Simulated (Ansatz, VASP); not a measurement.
**Two plane-wave programs on WS2**

```
CELL_PARAMETERS angstrom
3.14613 0.00000 0.00000
-1.57307 2.72463 0.00000
0.00000 0.00000 12.69173
ATOMIC_POSITIONS crystal
W 0.33333 0.66667 0.25000
W 0.66667 0.33333 0.75000
S 0.33333 0.66667 0.62649
S 0.66667 0.33333 0.12649
S 0.33333 0.66667 0.87351
S 0.66667 0.33333 0.37351
```

Alike in both runs: task single point; functional PBEsol; k mesh 12 × 12 × 2; occupations gaussian, width 0.05 eV; no spin polarisation.

|  | VASP | Ansatz |
| --- | --- | --- |
| version | VASP 6.6.1 | Ansatz 0.2.0 |
| potentials or method | VASP PAW PBE potentials, release 64 (W_sv, S), cutoff 520 eV | scalar-relativistic, plane waves, PAW |
| valence electrons in the cell | 52 | 52 |

```csv
,VASP,Ansatz,Ansatz less VASP
gap on the k mesh at the Fermi level (eV),1.11,1.10,-0.015
least direct gap on the mesh (eV),1.87,1.86,-0.004
pressure (GPa),0.1,0.0,-0.12
rms of the force components (eV/Å),0.010,0.000,-0.0097
```

VASP's potentials were made for PBE, not for PBEsol. Atom by atom the forces differ by 0.010 eV/Å (rms over components).

Neither program's run includes spin-orbit coupling.
